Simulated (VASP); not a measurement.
Al, 4 atoms in the cell. The structure is hexagonal, space group P6_3/mmc (No. 194). The conventional cell has a = 2.891 Å, b = 2.891 Å, c = 8.902 Å, α = 90.00°, β = 90.00°, γ = 120.00°. Al (site symmetry -3m) has 12 Al at 2.78 to 2.89 Å within 3.7 Å. Within 3.7 Å of Al (site symmetry -6m2) lie 12 Al at 2.78 to 2.89 Å. This isn't the form of Al at room conditions, which is fcc.

```yaml
Program: VASP 6.6.1
Task: single point
Functional: PBE
Dispersion: D3(BJ)
Potentials_or_basis: VASP PAW PBE potentials, release 64 (Al)
Cutoff: 520 eV
k_mesh: 18 × 18 × 6
Occupations: gaussian, width 0.15 eV
Spin: no spin polarisation
Dipole_correction: no
Further_INCAR_settings: ALGO = Normal; EDIFF = 1e-06; NBANDS = 14
```

Potentials or basis: VASP PAW PBE potentials, release 64 (Al).

Run with:

```sh
$ cat potpaw_PBE.64/Al/POTCAR > POTCAR
$ mpirun -np 1 vasp_std > vasp.out
```

Hardware: 1 thread of Intel(R) Xeon(R) 6975P-C (Granite Rapids), with other jobs on the host.

Problem. How long does it take, and how much memory?

Solution. Run time: 33 s on 1 thread of Intel(R) Xeon(R) 6975P-C (Granite Rapids) (shared host), peak memory 0.26 GiB. Counts: scf iterations 10, k points 148.
